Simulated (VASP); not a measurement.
Crystal: NbRu3C.

```
Nb Ru C
1.0
     2.42339    1.39914    3.73441
    -2.42339    1.39914    3.73441
     0.00000   -2.79829    3.73441
Nb Ru C
1 3 1
Direct
  0.50000 0.50000 0.50000
  0.00000 0.00000 0.50000
  0.50000 0.00000 0.00000
  0.00000 0.50000 0.00000
  0.00000 0.00000 0.00000
```

* Program: VASP 6.6.1
* Task: relaxation of cell and atoms
* Functional: PBE
* Potentials or basis: VASP PAW PBE potentials, release 64 (Nb_sv, Ru_pv, C)
* Cutoff: 600 eV
* k mesh: 6 × 6 × 6
* Occupations: gaussian, width 0.1 eV
* Spin: no spin polarisation

At the start: pressure 29.6 GPa; volume 15.19 Å³/atom.

Problem. How do energy, volume and symmetry change on relaxing?

Solution. Over 17 steps the energy falls by 1762.9 meV/atom and the volume is 13.27 Å³/atom (-12.6 %); space group Pm-3m (No. 221, to 0.05 Å).

Step by step:
```csv
step,energy change (eV),largest force (eV/Å),pressure (GPa),volume (Å³)
1,0.0000,0.0000,29.55,75.97
2,0.1617,0.0000,-40.47,106.08
3,-2.6508,0.0000,-23.24,89.23
4,-2.6850,0.0000,-20.18,87.87
5,-7.0401,0.0000,-12.42,72.52
6,447.0783,0.0000,7486.01,16.22
7,-7.2290,0.0000,-11.27,71.82
8,1.9448,0.0000,191.23,48.72
9,-8.1988,0.0000,-1.39,67.55
10,-8.2853,0.0000,31.83,60.57
11,-8.5790,0.0000,11.81,64.04
12,-8.5846,0.0000,14.54,63.47
13,-8.0747,0.0000,0.55,66.99
14,-8.7752,0.0000,7.45,64.73
15,-8.7753,0.0000,7.02,64.81
16,-8.7209,0.0000,-9.64,68.86
17,-8.8145,0.0000,-0.11,66.37
```

Final structure:
```
CELL_PARAMETERS angstrom
2.86172 1.65221 2.33941
-2.86172 1.65221 2.33941
0.00000 -3.30443 2.33941
ATOMIC_POSITIONS crystal
Nb 0.50000 0.50000 0.50000
Ru 0.00000 0.00000 0.50000
Ru 0.50000 0.00000 0.00000
Ru 0.00000 0.50000 0.00000
C 0.00000 0.00000 0.00000
```
